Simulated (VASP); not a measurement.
# CuO (Tenorite) (Cc) in VASP: notebook

CuO (Tenorite) is run at these levels: RPBE, LDA, PBEsol; tasks: single point.

Program: VASP 6.6.1. These are calculated values, not measurements. Logs are shortened: lines on timing, memory, paths and dates and some standing lists are left out, and cuts for length are marked.

### 1 The cell of the first run

The structure is monoclinic, space group Cc (No. 9). Conventional cell: a = 4.689 Å, b = 3.427 Å, c = 5.132 Å, α = 90.00°, β = 99.65°, γ = 90.00°. Cu (site symmetry 1) has 4 O at 1.91 to 2.02 Å within 2.5 Å. O (site symmetry 1) has 4 Cu at 1.91 to 2.02 Å within 2.5 Å.

### 2 Single point, RPBE

Input file INCAR:

```
PREC     = Accurate       # precision mode
ENCUT    = 700            # plane-wave cutoff, eV
EDIFF    = 1E-6           # SCF threshold, eV
ISMEAR   = -1             # smearing method
SIGMA    = 0.05           # smearing width, eV
LREAL    = False          # projectors in reciprocal space
LASPH    = True           # aspherical terms in the spheres
NELM     = 120            # most SCF steps
ALGO     = Normal         # electronic algorithm
ISIF     = 2              # what is computed and relaxed
LWAVE    = False          # write WAVECAR
LCHARG   = False          # write CHGCAR
GGA      = RP             # functional
NBANDS   = 33             # bands
GGA_COMPAT= False
```

Input file KPOINTS:

```
Automatic mesh
0
Gamma
  10 10 5
```

Input file POSCAR:

```
CuO
1.0
    2.3446500000     -1.7134000000      0.0000000000
    2.3446500000      1.7134000000      0.0000000000
   -0.8605543552      0.0000000000      5.0594363927
Cu O
2 2
Direct
    0.4968000000      0.0032000000      0.5000000000
    0.0032000000      0.4968000000      0.0000000000
    0.4056000000      0.5714000000      0.7537000000
    0.5714000000      0.4056000000      0.2537000000
```

Potentials or basis: VASP PAW PBE potentials, release 64 (Cu_sv_GW, O).

Launch:

```console
> cat potpaw_PBE.64/Cu_sv_GW/POTCAR potpaw_PBE.64/O/POTCAR > POTCAR
> mpirun -np 1 vasp_std > vasp.out
```

OUTCAR:

```text
PREC = Accurate
   ENCUT = 700
   EDIFF = 1E-6
   ISMEAR = -1
   LREAL = False
   LASPH = True
   NELM = 120
   ISIF = 2
   GGA = RP

 ion  position               nearest neighbor table
   1  0.497  0.003  0.500-   4 1.91   3 1.93   4 1.98   3 2.02
   2  0.003  0.497  0.000-   3 1.91   4 1.93   3 1.98   4 2.02
   3  0.406  0.571  0.754-   2 1.91   1 1.93   2 1.98   1 2.02
   4  0.571  0.406  0.254-   1 1.91   2 1.93   1 1.98   2 2.02

  LATTYP: Found a base centered monoclinic cell.
 ALAT       =     4.6893000000
 B/A-ratio  =     0.7307700510
 C/A-ratio  =     1.0944277397
 COS(beta)  =    -0.1676807457

  Lattice vectors:

 A1 = (   2.3446500000,  -1.7134000000,   0.0000000000)
 A2 = (   2.3446500000,   1.7134000000,   0.0000000000)
 A3 = (  -0.8605543552,   0.0000000000,   5.0594363927)

Analysis of symmetry for initial positions (statically):
=====================================================================
 Subroutine PRICEL returns:
 Original cell was already a primitive cell.

 Routine SETGRP: Setting up the symmetry group for a
 base centered monoclinic supercell.

 Subroutine GETGRP returns: Found  2 space group operations
 (whereof  1 operations were pure point group operations)
 out of a pool of  4 trial point group operations.

The static configuration has the point symmetry C_1 .
 The point group associated with its full space group is C_1h.

Analysis of symmetry for dynamics (positions and initial velocities):
=====================================================================
 Subroutine PRICEL returns:
 Original cell was already a primitive cell.

 Routine SETGRP: Setting up the symmetry group for a
 base centered monoclinic supercell.

 Subroutine GETGRP returns: Found  2 space group operations
 (whereof  1 operations were pure point group operations)
 out of a pool of  4 trial point group operations.

The dynamic configuration has the point symmetry C_1 .
 The point group associated with its full space group is C_1h.

 Subroutine INISYM returns: Found  2 space group operations
 (whereof  1 operations are pure point group operations),
 and found     1 'primitive' translations

----------------------------------------------------------------------------------------

                                     Primitive cell

  volume of cell :      40.6508

  direct lattice vectors                    reciprocal lattice vectors
     2.344650000 -1.713400000  0.000000000     0.213251445 -0.291817439  0.036271720
     2.344650000  1.713400000  0.000000000     0.213251445  0.291817439  0.036271720
    -0.860554355  0.000000000  5.059436393     0.000000000  0.000000000  0.197650474

  length of vectors
     2.903984019  2.903984019  5.132100000     0.363248171  0.363248171  0.197650474

  position of ions in fractional coordinates (direct lattice)
     0.496800000  0.003200000  0.500000000
     0.003200000  0.496800000  0.000000000
     0.405600000  0.571400000  0.753700000
     0.571400000  0.405600000  0.253700000

  ion indices of the primitive-cell ions
   primitive index   ion index
                 1           1
                 2           2
                 3           3
                 4           4

----------------------------------------------------------------------------------------

 KPOINTS: Automatic mesh

Automatic generation of k-mesh.
 Grid dimensions read from file:
 generate k-points for:   10   10    5

 Generating k-lattice:

  Cartesian coordinates                     Fractional coordinates (reciprocal lattice)
     0.021325144 -0.029181744  0.003627172     0.100000000  0.000000000 -0.000000000
     0.021325144  0.029181744  0.003627172     0.000000000  0.100000000 -0.000000000
     0.000000000  0.000000000  0.039530095     0.000000000  0.000000000  0.200000000

  Length of vectors
     0.036324817  0.036324817  0.039530095

  Shift w.r.t. Gamma in fractional coordinates (k-lattice)
     0.000000000  0.000000000  0.000000000

 Subroutine IBZKPT returns following result:
 ===========================================

 Found    141 irreducible k-points:

 Following reciprocal coordinates:
            Coordinates               Weight
  0.000000  0.000000  0.000000      1.000000
  0.100000  0.000000  0.000000      4.000000
  0.200000  0.000000  0.000000      4.000000
  0.300000  0.000000  0.000000      4.000000
  0.400000 -0.000000  0.000000      4.000000
  0.500000 -0.000000 -0.000000      2.000000
[... 16 lines left out ...]
  0.300000  0.300000  0.000000      2.000000
  0.400000  0.300000 -0.000000      4.000000
 [... further k-points ...]
   k-points           NKPTS =    141   k-points in BZ     NKDIM =    141   number of bands    NBANDS=     33
   number of dos      NEDOS =    301   number of ions     NIONS =      4
   total plane-waves  NPLWV =  37632
   dimension x,y,z NGX =    28 NGY =   28 NGZ =   48
   dimension x,y,z NGXF=    56 NGYF=   56 NGZF=   96
   ions per type =               2   2
   NGX,Y,Z   is equivalent  to a cutoff of  16.03, 16.03, 15.55 a.u.
   NGXF,Y,Z  is equivalent  to a cutoff of  32.06, 32.06, 31.10 a.u.
 SYSTEM =  unknown system
   PREC   = accura    normal or accurate (medium, high low for compatibility)
   ISTART =      0    job   : 0-new  1-cont  2-samecut
   ICHARG =      2    charge: 1-file 2-atom 10-const
   ISPIN  =      1    spin polarized calculation?
   LNONCOLLINEAR =      F non collinear calculations
   LSORBIT =      F    spin-orbit coupling
   LASPH  =      T    aspherical Exc in radial PAW
   ENCUT  =  700.0 eV  51.45 Ry    7.17 a.u.   6.26  6.26 11.07*2*pi/ulx,y,z
   NELM   =    120;   NELMIN=  2; NELMDL= -5     # of ELM steps
   EDIFF  = 0.1E-05   stopping-criterion for ELM
   LREAL  =      F    real-space projection
   EDIFFG = 0.1E-04   stopping-criterion for IOM
   NSW    =      0    number of steps for IOM
   IBRION =     -1    ionic relax: 0-MD 1-quasi-New 2-CG
   NFREE  =      0    steps in history (QN), initial steepest desc. (CG)
   ISIF   =      2    stress and relaxation
   ISYM   =      2    0-nonsym 1-usesym 2-fastsym
   POTIM  = 0.5000    time-step for ionic-motion
   TEBEG  =    0.0;   TEEND  =   0.0 temperature during run
   PSTRESS=    0.0 pullay stress
   NELECT =      50.0000    total number of electrons
   NUPDOWN=      -1.0000    fix difference up-down
   EMIN   =  10.00;   EMAX   =-10.00  energy-range for DOS
   EFERMI =   0.00;   METHOD = LEGACY
   ISMEAR =    -1;   SIGMA  =   0.05  broadening in eV -4-tet -1-fermi 0-gaus
   EFERMI_NEDOS =   21; number of points for ismear=-14 and -15
   IALGO  =     38    algorithm
   IMIX   =      4    mixing-type and parameters
     AMIX     =   0.40;   BMIX     =  1.00
     AMIX_MAG =   1.60;   BMIX_MAG =  1.00
  volume/ion in A,a.u.               =      10.16        68.58
  Fermi-wavevector in a.u.,A,eV,Ry     =   1.754050  3.314673 41.860907  3.076690
  Thomas-Fermi vector in A             =   2.824066
   LORBIT       =      0    0 simple, 1 ext, 2 COOP (PROOUT), +10 PAW based schemes
   GGA     = RP    functional components
   LHFCALC =     F    Hartree Fock is set to
   AEXX    =    0.0000 exact exchange contribution
   IVDW    =     0    specifies the selected vdW correction
   LEPSILON=     F    determine dielectric tensor
   LRPA    =     F    only Hartree local field effects (RPA)
 non-spin polarized calculation
  energy-cutoff  :      700.00
  volume of cell :       40.65
 maximum number of plane-waves:      1726
 NGX is ok and might be reduce to    28
   NGX = 13   NGY = 13   NGZ = 23

 number of electron      49.9999991 magnetization

 Free energy of the ion-electron system (eV)
  ---------------------------------------------------
  ext. energy  EPLUGINS =         0.00000000
  ---------------------------------------------------
  free energy    TOTEN  =       -17.85304895 eV

  energy without entropy =      -17.83387184  energy(sigma->0) =      -17.84346039

 E-fermi :   5.8858     XC(G=0): -12.0277

 val. band max:        5.8747902257   @ k =  -0.2000   0.3000   0.4000
 cond. band min:       5.8901010805   @ k =  -0.4000   0.2000   0.4000
 fundamental gap:      0.0153108548
 Fermi energy:         5.8858214890

 k-point     1 :       0.0000    0.0000    0.0000
  band No.  band energies     occupation
      1    -106.8451      2.00000
      2    -106.8445      2.00000
      3     -64.3059      2.00000
      4     -64.3058      2.00000
      5     -64.2820      2.00000
      6     -64.2729      2.00000
[... 25 lines left out ...]
     32      22.2830      0.00000
     33      22.6847      0.00000

 k-point     2 :       0.1000    0.0000    0.0000
  band No.  band energies     occupation
      1    -106.8450      2.00000
      2    -106.8446      2.00000
      3     -64.3071      2.00000
      4     -64.3058      2.00000
      5     -64.2820      2.00000
      6     -64.2731      2.00000
[... 25 lines left out ...]
     32      21.7877      0.00000
     33      23.0506      0.00000

 k-point     3 :       0.2000    0.0000    0.0000
  band No.  band energies     occupation
      1    -106.8448      2.00000
      2    -106.8443      2.00000
      3     -64.3102      2.00000
      4     -64.3059      2.00000
      5     -64.2811      2.00000
      6     -64.2737      2.00000
[... 25 lines left out ...]
     32      20.9542      0.00000
     33      22.6491      0.00000

 k-point     4 :       0.3000    0.0000    0.0000
  band No.  band energies     occupation
      1    -106.8448      2.00000
      2    -106.8441      2.00000
      3     -64.3143      2.00000
      4     -64.3062      2.00000
      5     -64.2798      2.00000
      6     -64.2747      2.00000
[... 25 lines left out ...]
     32      19.8323      0.00000
     33      22.4849      0.00000

 k-point     5 :       0.4000   -0.0000    0.0000
  band No.  band energies     occupation
      1    -106.8444      2.00000
      2    -106.8441      2.00000
      3     -64.3176      2.00000
      4     -64.3062      2.00000
      5     -64.2787      2.00000
      6     -64.2756      2.00000
[... 604 lines left out ...]
 k-point    22 :      -0.2000    0.2000    0.0000
  band No.  band energies     occupation
      1    -106.8445      2.00000
      2    -106.8442      2.00000
      3     -64.3111      2.00000
      4     -64.3097      2.00000
      5     -64.2794      2.00000
      6     -64.2754      2.00000
[... 25 lines left out ...]
     32      19.7220      0.00000
     33      19.8897      0.00000

 k-point    23 :       0.3000    0.3000    0.0000
  band No.  band energies     occupation
      1    -106.8444      2.00000
      2    -106.8439      2.00000
      3     -64.3156      2.00000
      4     -64.3131      2.00000
      5     -64.2804      2.00000
      6     -64.2739      2.00000
[... 25 lines left out ...]
     32      20.4634      0.00000
     33      20.9157      0.00000

 k-point    24 :       0.4000    0.3000   -0.0000
  band No.  band energies     occupation
      1    -106.8443      2.00000
      2    -106.8436      2.00000
      3     -64.3182      2.00000
      4     -64.3138      2.00000
      5     -64.2796      2.00000
      6     -64.2742      2.00000
[... 25 lines left out ...]
     32      19.2550      0.00000
     33      20.3463      0.00000

 [... further k-points ...]
[... 5 lines left out ...]
  --------------------------------------------------------------------------------------
  -------------------------------------------------------------------------------------
  Total        2.1091061      2.1243154      2.0747502      0.0000000      0.0000000     -0.5482902
  in kB       83.1266121     83.7260626     81.7725371      0.0000000      0.0000000    -21.6098707
  external PRESSURE =      82.8750706 kB  Pullay stress =       0.0000000 kB

 VOLUME and BASIS-vectors are now :
 -----------------------------------------------------------------------------
  energy-cutoff  :      700.00
  volume of cell :       40.65
      direct lattice vectors                 reciprocal lattice vectors
     2.344650000 -1.713400000  0.000000000     0.213251445 -0.291817439  0.036271720
     2.344650000  1.713400000  0.000000000     0.213251445  0.291817439  0.036271720
    -0.860554355  0.000000000  5.059436393     0.000000000  0.000000000  0.197650474

 POSITION                                       TOTAL-FORCE (eV/Angst)
 -----------------------------------------------------------------------------------
      0.74205     -0.84573      2.52972        -0.653732     -0.367781      0.256507
      1.17233      0.84573      0.00000        -0.653732      0.367781      0.256507
      1.64212      0.28408      3.81330         0.653732     -0.231472     -0.256507
      2.07240     -0.28408      1.28358         0.653732      0.231472     -0.256507
 -----------------------------------------------------------------------------------
    total drift:                                0.000826      0.000000     -0.000628

  FREE ENERGIE OF THE ION-ELECTRON SYSTEM (eV)
  ---------------------------------------------------
  free  energy   TOTEN  =       -17.8530489471 eV

  energy  without entropy=      -17.8338718425  energy(sigma->0) =      -17.84346039
```

Wall time 3.7 min (1 thread of Intel Xeon Platinum 8488C (Sapphire Rapids), shared host); peak memory 0.39 GiB.

Results:

| Item | Value |
| --- | --- |
| Free energy | -17.8530 eV |
| Pressure | 8.3 GPa |
| Largest force | 0.793 eV/Å |
| Band gap on the k mesh | zero (band 25 reaches 6.16 eV, above the bottom of band 26 at 5.56 eV) |

Forces in eV/Å, atoms in the order of the input:
```
Cu  -0.654 -0.368  0.257
Cu  -0.654  0.368  0.257
O    0.654 -0.231 -0.257
O    0.654  0.231 -0.257
```

Stress tensor (GPa, compression positive):
```
 8.31  0.00 -2.16
 0.00  8.37  0.00
-2.16  0.00  8.18
```

Caveat: the PAW data sets were made with another functional, which shifts forces and pressure a little; semilocal functionals often make such compounds metallic where correlation or magnetic order opens a gap, which also shifts bond lengths. With open d or f shells a metallic result of RPBE can be an artefact of self-interaction; +U or a hybrid may open a gap.

### 3 Single point, LDA

This run uses another cell than the first one, of 10.57 Å³/atom, 1.040 times its volume.

Input file INCAR:

```
SYSTEM = CuO
  ALGO = Normal
  EDIFF = 1E-6
  ENCUT = 700
  GGA_COMPAT = .False.
  ISIF = 2
  ISMEAR = -1
  LASPH = .True.
  LCHARG = .True.
  LELF = .True.
  LREAL = .False.
  LVHAR = .True.
  LWAVE = .False.
  NBANDS = 33
  NELM = 120
  PREC = Accurate
  SIGMA = 0.05
```

Input file KPOINTS:

```
k-points
0
Gamma
  10 10 5
  0 0 0
```

Input file POSCAR:

```
CuO
1.0
    2.3755041962     -1.7359473225      0.0000000000
    2.3755041962      1.7359473225      0.0000000000
   -0.8718787375      0.0000000000      5.1260155593
Cu O
2 2
Direct
    0.4968000000      0.0032000000      0.5000000000
    0.0032000000      0.4968000000      0.0000000000
    0.4056000000      0.5714000000      0.7537000000
    0.5714000000      0.4056000000      0.2537000000
```

Potentials or basis: VASP PAW LDA potentials, release 64 (Cu_sv_GW, O).

Launch:

```console
> cat potpaw_LDA.64/Cu_sv_GW/POTCAR potpaw_LDA.64/O/POTCAR > POTCAR
> mpirun -np 1 vasp_std > vasp.out
```

Wall time 5 min (1 thread of Intel Xeon Platinum 8488C (Sapphire Rapids), shared host); peak memory 0.38 GiB.

The run converged. Its results:

```
Free energy            : -23.2977 eV
Pressure               : -17.7 GPa
Largest force          : 0.795 eV/Å
Band gap on the k mesh : zero (band 25 reaches 5.04 eV, above the bottom of band 26 at 4.44 eV)
```

Forces on the atoms (eV/Å):
```
Cu  -0.498 -0.240  0.181
Cu  -0.498  0.240  0.181
O    0.498 -0.593 -0.181
O    0.498  0.593 -0.181
```

Stress tensor (GPa, compression positive):
```
-18.81   0.00   0.60
  0.00 -12.90   0.00
  0.60   0.00 -21.30
```

Levels at points of the mesh, in eV from the Fermi level:
```
           k point  band 22  band 23  band 24  band 25  band 26  band 27  band 28  band 29
(0.00, 0.00, 0.00)    -2.08    -2.01    -1.54     0.23     0.89     1.56     5.89     7.79
(0.50, 0.00, 0.00)    -1.49    -1.39    -1.31    -0.04     0.29     4.75     6.02     6.66
(0.50, 0.50, 0.00)    -2.00    -1.64    -1.14    -0.60     1.02     3.34     6.71     8.33
```

Caveat: semilocal functionals often make such compounds metallic where correlation or magnetic order opens a gap, which also shifts bond lengths. With open d or f shells a metallic result of LDA can be an artefact of self-interaction; +U or a hybrid may open a gap.

### 4 Single point, PBEsol

This run uses another cell than the first one, of 9.55 Å³/atom, 0.940 times its volume.

Input file INCAR:

```
PREC = Accurate
ENCUT = 700
EDIFF = 1E-6
ISMEAR = -1
SIGMA = 0.05
LREAL = False
LASPH = True
NELM = 120
ALGO = Normal
ISIF = 2
LWAVE = False
LCHARG = False
GGA = PS
NBANDS = 33
GGA_COMPAT = False
```

Input file KPOINTS:

```
regular mesh
0
Gamma
  10 10 5
```

Input file POSCAR:

```
CuO
1.0
    2.2967865698     -1.6784228387      0.0000000000
    2.2967865698      1.6784228387      0.0000000000
   -0.8429870921      0.0000000000      4.9561536082
Cu O
2 2
Direct
    0.4968000000      0.0032000000      0.5000000000
    0.0032000000      0.4968000000      0.0000000000
    0.4056000000      0.5714000000      0.7537000000
    0.5714000000      0.4056000000      0.2537000000
```

Potentials or basis: VASP PAW PBE potentials, release 64 (Cu_sv_GW, O).

Launch:

```console
> cat potpaw_PBE.64/Cu_sv_GW/POTCAR potpaw_PBE.64/O/POTCAR > POTCAR
> mpirun -np 1 vasp_std > vasp.out
```

Wall time 3.7 min (1 thread of AMD EPYC 9R45 (Zen 5), shared host); peak memory 0.36 GiB.

The run converged. Its results:

* Free energy: -21.4310 eV
* Pressure: 6.7 GPa
* Largest force: 0.926 eV/Å
* Band gap on the k mesh: zero (band 25 reaches 6.69 eV, above the bottom of band 26 at 6.09 eV)

Forces in eV/Å, atoms in the order of the input:
```
Cu  -0.757 -0.440  0.300
Cu  -0.757  0.440  0.300
O    0.757 -0.196 -0.300
O    0.757  0.196 -0.300
```

Stress tensor (GPa, compression positive):
```
 6.78  0.00 -2.89
 0.00  6.15  0.00
-2.89  0.00  7.22
```

Levels at points of the mesh, in eV from the Fermi level:
| k point | band 22 | band 23 | band 24 | band 25 | band 26 | band 27 | band 28 | band 29 |
| --- | --- | --- | --- | --- | --- | --- | --- | --- |
| (0.00, 0.00, 0.00) | -2.40 | -2.31 | -1.76 | 0.23 | 0.98 | 1.84 | 5.92 | 8.42 |
| (0.50, 0.00, 0.00) | -1.72 | -1.63 | -1.50 | -0.04 | 0.29 | 4.71 | 6.40 | 7.13 |
| (0.50, 0.50, 0.00) | -2.30 | -1.72 | -1.30 | -0.69 | 1.14 | 3.02 | 7.12 | 8.51 |

Caveat: the PAW data sets were made with another functional, which shifts forces and pressure a little; semilocal functionals often make such compounds metallic where correlation or magnetic order opens a gap, which also shifts bond lengths. With open d or f shells a metallic result of PBEsol can be an artefact of self-interaction; +U or a hybrid may open a gap.

### 5 Summary

```csv
level,potentials or basis,cell,gap on the mesh (eV),pressure (GPa),largest force (eV/Å)
RPBE,"VASP PAW PBE potentials, release 64 (Cu_sv_GW, O)","a = 2.904, b = 2.904, c = 5.132 Å, angles 97.8, 97.8, 72.3°, 4 atoms",none,8.3,0.79
LDA,"VASP PAW LDA potentials, release 64 (Cu_sv_GW, O)","a = 2.942, b = 2.942, c = 5.200 Å, angles 97.8, 97.8, 72.3°, 4 atoms",none,-17.7,0.80
PBEsol,"VASP PAW PBE potentials, release 64 (Cu_sv_GW, O)","a = 2.845, b = 2.845, c = 5.027 Å, angles 97.8, 97.8, 72.3°, 4 atoms",none,6.7,0.93
```

Alike in all rows: task single point; no spin polarisation; k mesh 10 × 10 × 5; cutoff (eV) 700; smearing fermi-dirac 0.05 eV.

Caveats: semilocal functionals often make such compounds metallic where correlation or magnetic order opens a gap, which also shifts bond lengths; the PAW data sets were made with another functional, which shifts forces and pressure a little (some runs).

Total energies depend on the potentials used, so only differences within one code and one set of settings carry meaning.
